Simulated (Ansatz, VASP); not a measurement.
**S in VASP and in Ansatz**

```
S
1.0
     6.15230    0.00000    0.00000
    -3.07615    5.32805    0.00000
     0.00000    0.00000    2.09973
S
3
Direct
  0.00000 0.00000 0.00000
  0.33333 0.66667 0.50000
  0.66667 0.33333 0.50000
```

Alike in both runs: functional PBEsol; k mesh 9 × 9 × 22; occupations gaussian, width 0.1 eV; no spin polarisation.

Ansatz relaxed the structure, and its values are those at the end. VASP's run is a single point on that final structure, the one shown.

```csv
,VASP,Ansatz
version,VASP 6.6.1,Ansatz 0.2.0
potentials or method,"VASP PAW PBE potentials, release 64 (S), cutoff 520 eV","scalar-relativistic, plane waves, PAW"
valence electrons in the cell,18,18
```

```tsv
	VASP	Ansatz	Ansatz less VASP
gap on the k mesh at the Fermi level (eV)	none	none	-
pressure (GPa)	-0.2	0.0	+0.17
```

VASP's potentials were made for PBE, not for PBEsol. A gap of «none» marks a metal or a gap that the smearing closes. The functional is the same, so the differences come from potentials, cutoffs and numerics.
